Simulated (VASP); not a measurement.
## Ca8HF15 (a cell with a defect): relaxation of the atoms with PBE

Ca8HF15 (a cell with a defect):

```
Ca H F
1.0
     0.00000    5.46200    5.46200
     5.46200    0.00000    5.46200
     5.46200    5.46200    0.00000
Ca H F
8 1 15
Direct
  0.00000 0.00000 0.00000
  0.00000 0.00000 0.50000
  0.00000 0.50000 0.00000
  0.00000 0.50000 0.50000
  0.50000 0.00000 0.00000
  0.50000 0.00000 0.50000
  0.50000 0.50000 0.00000
  0.50000 0.50000 0.50000
  0.12500 0.12500 0.12500
  0.12500 0.12500 0.62500
  0.12500 0.62500 0.12500
  0.12500 0.62500 0.62500
  0.62500 0.12500 0.12500
  0.62500 0.12500 0.62500
  0.62500 0.62500 0.12500
  0.62500 0.62500 0.62500
  0.37500 0.37500 0.37500
  0.37500 0.37500 0.87500
  0.37500 0.87500 0.37500
  0.37500 0.87500 0.87500
  0.87500 0.37500 0.37500
  0.87500 0.37500 0.87500
  0.87500 0.87500 0.37500
  0.87500 0.87500 0.87500
```

* Program: VASP 6.6.1
* Task: relaxation of the atoms
* Functional: PBE
* Potentials or basis: VASP PAW PBE potentials, release 64 (Ca_sv, H, F)
* Cutoff: 520 eV
* k mesh: 3 × 3 × 3
* Occupations: fermi-dirac, width 0.01 eV
* Spin: no spin polarisation
* Dipole correction: no
* Further INCAR settings: ALGO = Normal; EDIFF = 1e-07; IBRION = 2; EDIFFG = -0.03; NSW = 60

The energy gained by relaxing is 0.1 meV/atom and the ionic steps are 4. The pressure after relaxing is 2.2 GPa. The largest force after relaxing is 0.026 eV/Å. The band gap on the k mesh is 5.54 eV.

Forces in eV/Å, atoms in the order of the input:
```
Ca  -0.015 -0.015 -0.015
Ca   0.015  0.015 -0.015
Ca   0.015 -0.015  0.015
Ca   0.006 -0.006 -0.006
Ca  -0.015  0.015  0.015
Ca  -0.006  0.006 -0.006
Ca  -0.006 -0.006  0.006
Ca   0.006  0.006  0.006
H    0.000  0.000  0.000
F    0.000  0.000  0.022
F    0.000  0.022  0.000
F   -0.022  0.000  0.000
F    0.022  0.000  0.000
F    0.000 -0.022  0.000
F    0.000  0.000 -0.022
F    0.000  0.000  0.000
F    0.000  0.000  0.000
F    0.000  0.000 -0.013
F    0.000 -0.013  0.000
F    0.013  0.000  0.000
F   -0.013  0.000  0.000
F    0.000  0.013  0.000
F    0.000  0.000  0.013
F    0.000  0.000  0.000
```

Step by step:
```
step  energy change (eV)  largest force (eV/Å)  pressure (GPa)
   1              0.0000                0.0759            2.21
   2             -0.0019                0.0565            2.21
   3             -0.0034                0.0434            2.19
   4             -0.0036                0.0256            2.19
```

Final structure:
```cif
data_structure
_symmetry_space_group_name_H-M 'P 1'
_symmetry_Int_Tables_number 1
_cell_length_a 7.7244
_cell_length_b 7.7244
_cell_length_c 7.7244
_cell_angle_alpha 60.000
_cell_angle_beta 60.000
_cell_angle_gamma 60.000
_cell_volume 325.90
loop_
_atom_site_label
_atom_site_type_symbol
_atom_site_fract_x
_atom_site_fract_y
_atom_site_fract_z
_atom_site_occupancy
Ca1 Ca 0.00041 0.00041 0.00041 1
Ca2 Ca 0.00041 0.00041 0.49878 1
Ca3 Ca 0.00041 0.49878 0.00041 1
Ca4 Ca 0.00067 0.49978 0.49978 1
Ca5 Ca 0.49878 0.00041 0.00041 1
Ca6 Ca 0.49978 0.00067 0.49978 1
Ca7 Ca 0.49978 0.49978 0.00067 1
Ca8 Ca 0.49978 0.49978 0.49978 1
H1 H 0.12500 0.12500 0.12500 1
F1 F 0.12500 0.12500 0.62500 1
F2 F 0.12500 0.62500 0.12500 1
F3 F 0.12500 0.62500 0.62500 1
F4 F 0.62500 0.12500 0.12500 1
F5 F 0.62500 0.12500 0.62500 1
F6 F 0.62500 0.62500 0.12500 1
F7 F 0.62500 0.62500 0.62500 1
F8 F 0.37500 0.37500 0.37500 1
F9 F 0.37396 0.37396 0.87604 1
F10 F 0.37396 0.87604 0.37396 1
F11 F 0.37396 0.87604 0.87604 1
F12 F 0.87604 0.37396 0.37396 1
F13 F 0.87604 0.37396 0.87604 1
F14 F 0.87604 0.87604 0.37396 1
F15 F 0.87500 0.87500 0.87500 1
```

Levels at points of the mesh, in eV from the valence-band top:
| k point | band 91 | band 92 | band 93 | band 94 | band 95 | band 96 |
| --- | --- | --- | --- | --- | --- | --- |
| (0.00, 0.00, 0.00) | -2.12 | -2.12 | -0.10 | 5.54 | 5.84 | 5.84 |

Run time: 5.4 min on 4 MPI ranks on Intel(R) Xeon(R) Platinum 8375C CPU @ 2.90GHz (Ice Lake), on a shared host, peak memory 0.61 GiB a rank.
